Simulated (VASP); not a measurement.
Crystal: GaP (rocksalt type).

```
Ga P
1.0
     0.00000    2.34722    2.34722
     2.34722    0.00000    2.34722
     2.34722    2.34722    0.00000
Ga P
1 1
Direct
  0.00000 0.00000 0.00000
  0.50000 0.50000 0.50000
```

```yaml
Program: VASP 6.6.1
Task: relaxation of cell and atoms
Functional: PBE
Potentials_or_basis: VASP PAW PBE potentials, release 64 (Ga_d, P)
Cutoff: 600 eV
k_mesh: 12 × 12 × 12
Occupations: fermi-dirac, width 0.05 eV
Spin: no spin polarisation
```

At the start: pressure 47.2 GPa; volume 12.93 Å³/atom.

**Question.** How do energy, volume and symmetry change on relaxing?

**Answer.** Over 3 steps the energy falls by 484.4 meV/atom and the volume is 17.22 Å³/atom (+33.2 %); space group Fm-3m (No. 225, to 0.1 Å) before and after.

Step by step:
```csv
step,energy change (eV),largest force (eV/Å),pressure (GPa),volume (Å³)
1,0.0000,0.0000,47.24,25.86
2,-0.5919,0.0000,-11.31,42.92
3,-0.9688,0.0000,0.00,34.44
```

Final structure:
```
Ga P
1.0
     0.00000    2.58231    2.58231
     2.58231    0.00000    2.58231
     2.58231    2.58231    0.00000
Ga P
1 1
Cartesian
  0.0000 0.0000 0.0000
  2.5823 2.5823 2.5823
```

Caveat: the volume moved by over 15 % at a fixed basis, so the end points are rough.
